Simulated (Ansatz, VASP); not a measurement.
CaO: VASP beside Ansatz

```
Ca O
1.0
     0.00000    2.37357    2.40954
     2.37357    0.00000    2.40954
     2.37357    2.37357    0.00000
Ca O
1 1
Direct
  0.00000 0.00000 0.00000
  0.50000 0.50000 0.50000
```

Change from the starting cell: epitaxial_xy strain -1.0%.

Alike in both runs: task single point; functional HSE06; k mesh 6 × 6 × 6; no spin polarisation.

|  | VASP | Ansatz |
| --- | --- | --- |
| version | VASP 6.6.1 | Ansatz 0.2.0 |
| potentials or method | VASP PAW PBE potentials, release 64 (Ca_sv, O) | plane waves, PAW |
| plane-wave cutoff (eV) | 520 | 420 |
| occupations | gaussian, width 0.01 eV | fixed |
| valence electrons in the cell | 16 | 16 |

|  | VASP | Ansatz | Ansatz less VASP |
| --- | --- | --- | --- |
| gap on the k mesh at the Fermi level (eV) | 5.27 | 5.29 | +0.019 |
| pressure (GPa) | 2.9 | 2.1 | -0.79 |
| traceless stress, the component that is largest in VASP (GPa) | -1.80 | -1.71 | +0.087 |

Ansatz's warnings: stress exchange threshold loose, stress scf threshold loose.
